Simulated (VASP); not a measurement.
# Na (Im-3m) in VASP: further runs, part 2 of 2

VASP 6.6.1.

### Step 3. Single point, PBE

INCAR reads:

```
SYSTEM = Na
ALGO     = Normal         ! electronic algorithm
EDIFF    = 1E-6           ! SCF threshold, eV
ENCUT    = 520            ! plane-wave cutoff, eV
GGA      = PE             ! functional
ISIF     = 2              ! what is computed and relaxed
ISMEAR   = -1             ! smearing method
LASPH    = .TRUE.         ! aspherical terms in the spheres
LCHARG   = .FALSE.        ! write CHGCAR
LREAL    = .FALSE.        ! projectors in reciprocal space
LWAVE    = .FALSE.        ! write WAVECAR
NBANDS   = 10             ! bands
NELM     = 100            ! most SCF steps
PREC     = Accurate       ! precision mode
SIGMA    = 0.08           ! smearing width, eV
```

KPOINTS reads:

```
k-points
0
G
  14 14 14
  0 0 0
```

POSCAR reads:

```
Na
1.0
   -2.0036004398      2.0036004398      2.0036004398
    2.0036004398     -2.0036004398      2.0036004398
    2.0036004398      2.0036004398     -2.0036004398
Na
1
Direct
    0.0000000000      0.0000000000      0.0000000000
```

Potentials or basis: VASP PAW PBE potentials, release 64 (Na_pv).

Started as:

```
$ cat potpaw_PBE.64/Na_pv/POTCAR > POTCAR
$ mpirun -np 1 vasp_std > vasp.out
```

OUTCAR:

```text
SYSTEM = Na
   EDIFF = 1E-6
   ENCUT = 520
   GGA = PE
   ISIF = 2
   ISMEAR = -1
   LASPH = .TRUE.
   LREAL = .FALSE.
   NELM = 100
   PREC = Accurate

 ion  position               nearest neighbor table
   1  0.000  0.000  0.000-

  LATTYP: Found a body centered cubic cell.
 ALAT       =     4.0072008796

  Lattice vectors:

 A1 = (  -2.0036004398,   2.0036004398,   2.0036004398)
 A2 = (   2.0036004398,  -2.0036004398,   2.0036004398)
 A3 = (   2.0036004398,   2.0036004398,  -2.0036004398)

Analysis of symmetry for initial positions (statically):
=====================================================================
 Subroutine PRICEL returns:
 Original cell was already a primitive cell.

 Routine SETGRP: Setting up the symmetry group for a
 body centered cubic supercell.

 Subroutine GETGRP returns: Found 48 space group operations
 (whereof 48 operations were pure point group operations)
 out of a pool of 48 trial point group operations.

The static configuration has the point symmetry O_h .

Analysis of symmetry for dynamics (positions and initial velocities):
=====================================================================
 Subroutine PRICEL returns:
 Original cell was already a primitive cell.

 Routine SETGRP: Setting up the symmetry group for a
 body centered cubic supercell.

 Subroutine GETGRP returns: Found 48 space group operations
 (whereof 48 operations were pure point group operations)
 out of a pool of 48 trial point group operations.

The dynamic configuration has the point symmetry O_h .

 Subroutine INISYM returns: Found 48 space group operations
 (whereof 48 operations are pure point group operations),
 and found     1 'primitive' translations

----------------------------------------------------------------------------------------

[... 112 lines left out ...]
  Fermi-wavevector in a.u.,A,eV,Ry     =   0.984638  1.860695 13.190999  0.969511
  Thomas-Fermi vector in A             =   2.115885
   LORBIT       =      0    0 simple, 1 ext, 2 COOP (PROOUT), +10 PAW based schemes
   GGA     = PE    functional components
   LHFCALC =     F    Hartree Fock is set to
   AEXX    =    0.0000 exact exchange contribution
   IVDW    =     0    specifies the selected vdW correction
   LEPSILON=     F    determine dielectric tensor
   LRPA    =     F    only Hartree local field effects (RPA)
 non-spin polarized calculation
  energy-cutoff  :      520.00
  volume of cell :       32.17
 maximum number of plane-waves:       903
 NGX is ok and might be reduce to    28
   NGX = 13   NGY = 13   NGZ = 13

 number of electron       7.0000008 magnetization

 Free energy of the ion-electron system (eV)
  ---------------------------------------------------
  ext. energy  EPLUGINS =         0.00000000
  ---------------------------------------------------
  free energy    TOTEN  =        -1.29707651 eV

  energy without entropy =       -1.28755190  energy(sigma->0) =       -1.29231420

 E-fermi :   0.7569     XC(G=0):  -6.8838

 val. band max:        0.7178295671   @ k =  -0.3571   0.4286   0.1429
 cond. band min:       0.8048674144   @ k =   0.3571   0.0714   0.0714
 fundamental gap:      0.0870378473
 Fermi energy:         0.7569209852

 k-point     1 :       0.0000    0.0000    0.0000
  band No.  band energies     occupation
      1     -24.0356      2.00000
      2     -24.0356      2.00000
      3     -24.0356      2.00000
      4      -2.8196      2.00000
      5      13.4532      0.00000
      6      13.4532      0.00000
      7      13.4532      0.00000
      8      14.5393      0.00000
      9      14.5393      0.00000
     10      15.1615      0.00000
[... 287 lines left out ...]
 k-point    24 :       0.3571    0.2857   -0.0000
  band No.  band energies     occupation
      1     -24.0801      2.00000
      2     -24.0710      2.00000
      3     -24.0428      2.00000
      4       2.5985      0.00000
      5       3.0832      0.00000
      6       4.5637      0.00000
      7       9.6145      0.00000
      8      14.0842      0.00000
      9      15.0446      0.00000
     10      16.5106      0.00000

 [... further k-points ...]

------------------------ aborting loop because EDIFF is reached ----------------------------------------

  FORCE on cell =-STRESS in cart. coord.  units (eV):
  Direction    XX          YY          ZZ          XY          YZ          ZX
  --------------------------------------------------------------------------------------
  -------------------------------------------------------------------------------------
  Total        0.2733226      0.2733226      0.2733226      0.0000000      0.0000000     -0.0000000
  in kB       13.6110863     13.6110863     13.6110863      0.0000000      0.0000000     -0.0000000
  external PRESSURE =      13.6110863 kB  Pullay stress =       0.0000000 kB

 VOLUME and BASIS-vectors are now :
 -----------------------------------------------------------------------------
  energy-cutoff  :      520.00
  volume of cell :       32.17
      direct lattice vectors                 reciprocal lattice vectors
    -2.003600440  2.003600440  2.003600440     0.000000000  0.249550754  0.249550754
     2.003600440 -2.003600440  2.003600440     0.249550754  0.000000000  0.249550754
     2.003600440  2.003600440 -2.003600440     0.249550754  0.249550754  0.000000000

 POSITION                                       TOTAL-FORCE (eV/Angst)
 -----------------------------------------------------------------------------------
      0.00000      0.00000      0.00000         0.000000      0.000000      0.000000
 -----------------------------------------------------------------------------------
    total drift:                               -0.000000     -0.000000     -0.000000

  FREE ENERGIE OF THE ION-ELECTRON SYSTEM (eV)
  ---------------------------------------------------
  free  energy   TOTEN  =        -1.2970765058 eV

  energy  without entropy=       -1.2875518996  energy(sigma->0) =       -1.29231420
```

OSZICAR:

```text
N       E                     dE             d eps       ncg     rms          rms(c)
DAV:   1     0.293169484946E+02    0.29317E+02   -0.37715E+03  2090   0.595E+02
DAV:   2    -0.662913938742E+00   -0.29980E+02   -0.29859E+02  2174   0.158E+02
DAV:   3    -0.129387614174E+01   -0.63096E+00   -0.63056E+00  2518   0.240E+01
DAV:   4    -0.129831271534E+01   -0.44366E-02   -0.44361E-02  2450   0.195E+00
DAV:   5    -0.129836447557E+01   -0.51760E-04   -0.51760E-04  2358   0.212E-01    0.220E-01
DAV:   6    -0.129760743466E+01    0.75704E-03   -0.51422E-04  2498   0.270E-01    0.145E-01
DAV:   7    -0.129708134753E+01    0.52609E-03   -0.10138E-03  2352   0.324E-01    0.171E-02
DAV:   8    -0.129707655978E+01    0.47877E-05   -0.43329E-05  2498   0.109E-01    0.214E-03
DAV:   9    -0.129707650577E+01    0.54014E-07   -0.20360E-07  1484   0.439E-03
   1 F= -.12970765E+01 E0= -.12923142E+01  d E =-.952461E-02
```

stdout:

```text
POSCAR found type information on POSCAR Na
 POSCAR found :  1 types and       1 ions
 scaLAPACK will be used
 LDA part: xc-table for (Slater+PW92), standard interpolation
 POSCAR, INCAR and KPOINTS ok, starting setup
 FFT: planning ... GRIDC
 FFT: planning ... GRID_SOFT
 FFT: planning ... GRID
 WAVECAR not read
 entering main loop
```

Wall time 30 s (1 thread of Intel Xeon 8259CL, shared host); peak memory 0.16 GiB.

Results:

```yaml
Free_energy: -1.2971 eV
Pressure: 1.4 GPa
Band_gap_on_the_k_mesh: zero (an odd number of electrons rules out a gap without spin polarisation)
```

### Step 4. Relaxation of cell and atoms, PBE, target pressure 1.4 GPa, at which the enthalpy is minimised

INCAR reads:

```
SYSTEM = Na
  PREC = Accurate
  ENCUT = 600
  EDIFF = 1E-7
  ISMEAR = -1
  SIGMA = 0.08
  LREAL = .FALSE.
  LASPH = .TRUE.
  NELM = 60
  ALGO = Normal
  ISIF = 3
  LWAVE = .FALSE.
  LCHARG = .FALSE.
  GGA = PE
  IBRION = 2
  NSW = 32
  EDIFFG = -0.005
  PSTRESS = 14.0
```

KPOINTS reads:

```
Automatic mesh
0
G
  14 14 14
  0 0 0
```

POSCAR is that of step 3.

Started as:

```
$ cat potpaw_PBE.64/Na_pv/POTCAR > POTCAR
$ mpirun -np 1 vasp_std > vasp.out
```

It took 30 s on 1 thread of Intel Xeon 8259CL, shared host; peak memory 0.16 GiB.

Results (log left out):

| Property | Result |
| --- | --- |
| Free energy | -1.2968 eV |
| Relaxed volume | 32.14 Å³/atom |
| Relaxed cell | a = 3.469 Å, b = 3.469 Å, c = 3.469 Å, α = 109.47°, β = 109.47°, γ = 109.47° |
| Space group after relaxing (to 0.1 Å) | Im-3m (No. 229) |
| Energy change on relaxing (the run minimises the enthalpy) | +0.3 meV/atom |
| Ionic steps | 2 |
| Pressure after relaxing | 1.4 GPa |
| Band gap on the k mesh | zero (an odd number of electrons rules out a gap without spin polarisation) |

Step by step:
| step | energy change (eV) | largest force (eV/Å) | pressure (GPa) | volume (Å³) |
| --- | --- | --- | --- | --- |
| 1 | 0.0000 | 0.0000 | 1.37 | 32.17 |
| 2 | 0.0003 | 0.0000 | 1.42 | 32.14 |

Final structure:
```
CELL_PARAMETERS angstrom
-2.00294 2.00294 2.00294
2.00294 -2.00294 2.00294
2.00294 2.00294 -2.00294
ATOMIC_POSITIONS crystal
Na 0.00000 0.00000 0.00000
```

Levels at points of the mesh, in eV from the Fermi level:
```tsv
k point	band 1	band 2	band 3	band 4	band 5	band 6	band 7
(0.00, 0.00, 0.00)	-24.79	-24.79	-24.79	-3.58	12.70	12.70	12.70
(0.50, 0.00, 0.00)	-24.85	-24.81	-24.79	0.81	1.39	8.82	10.14
(0.50, 0.50, 0.50)	-24.83	-24.83	-24.83	4.76	4.76	5.43	5.43
```

Caveat: the cell is relaxed towards a set pressure, so the run minimises the enthalpy, not the energy.
